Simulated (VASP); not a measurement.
# Cd3AgS4: single point with PBE

The system is Cd3AgS4.

```xyz
8
Lattice="5.4463 0.0000 0.0000 0.0000 5.4463 0.0000 0.0000 0.0000 5.4463" Properties=species:S:1:pos:R:3 pbc="T T T"
Cd    2.7231    2.7231    5.4463
Cd    2.7231    0.0000    2.7231
Cd    0.0000    2.7231    2.7231
Ag    5.4463    0.0000    0.0000
S     2.7231    2.7231    2.7231
S     0.0000    0.0000    2.7231
S     5.4463    2.7231    0.0000
S     2.7231    5.4463    0.0000
```

```json
{"Program": "VASP 6.6.1", "Task": "single point", "Functional": "PBE", "Potentials or basis": "VASP PAW PBE potentials, release 64 (Cd, Ag, S)", "Cutoff": "520 eV", "k mesh": "4 × 4 × 4", "Occupations": "gaussian, width 0.2 eV", "Spin": "no spin polarisation"}
```

* Pressure: 0.4 GPa

Levels at points of the mesh, in eV from the Fermi level:
```
           k point  band 33  band 34  band 35  band 36  band 37  band 38
(0.00, 0.00, 0.00)    -2.17    -0.87    -0.87    -0.87     0.15     0.15
(0.50, 0.00, 0.00)    -1.45    -1.43    -1.43    -1.41     3.03     3.13
(0.50, 0.50, 0.00)    -0.30    -0.29    -0.29     0.79     4.36     4.57
(0.50, 0.50, 0.50)    -0.08    -0.08     0.91     0.91     3.42     3.60
```

Wall time 39 s on 1 thread of Intel(R) Xeon(R) 6975P-C (Granite Rapids) (shared host), peak memory 0.28 GiB.
